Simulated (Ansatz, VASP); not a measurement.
One calculation of Si3Ge, two programs

```
Si Ge
1.0
     3.91238    0.00000    0.00000
     0.00000    3.91238    0.00000
     0.00000    0.00000    5.53206
Si Ge
3 1
Direct
  0.50000 0.50000 0.00000
  0.00000 0.50000 0.75587
  0.50000 0.00000 0.24413
  0.00000 0.00000 0.50000
```

Alike in both runs: task single point; functional PBE; k mesh 10 × 10 × 6; occupations gaussian, width 0.02 eV; no spin polarisation.

|  | VASP | Ansatz |
| --- | --- | --- |
| version | VASP 6.6.1 | Ansatz 0.2.0 |
| potentials or method | VASP PAW PBE potentials, release 64 (Si, Ge_d), cutoff 520 eV | scalar-relativistic, plane waves, PAW |
| valence electrons in the cell | 26 | 26 |

```tsv
	VASP	Ansatz	Ansatz less VASP
gap on the k mesh at the Fermi level (eV)	0.38	0.38	-0.002
least direct gap on the mesh (eV)	0.68	0.68	-0.002
```

With one functional, cell and mesh, what is left measures potentials, basis and numerics.
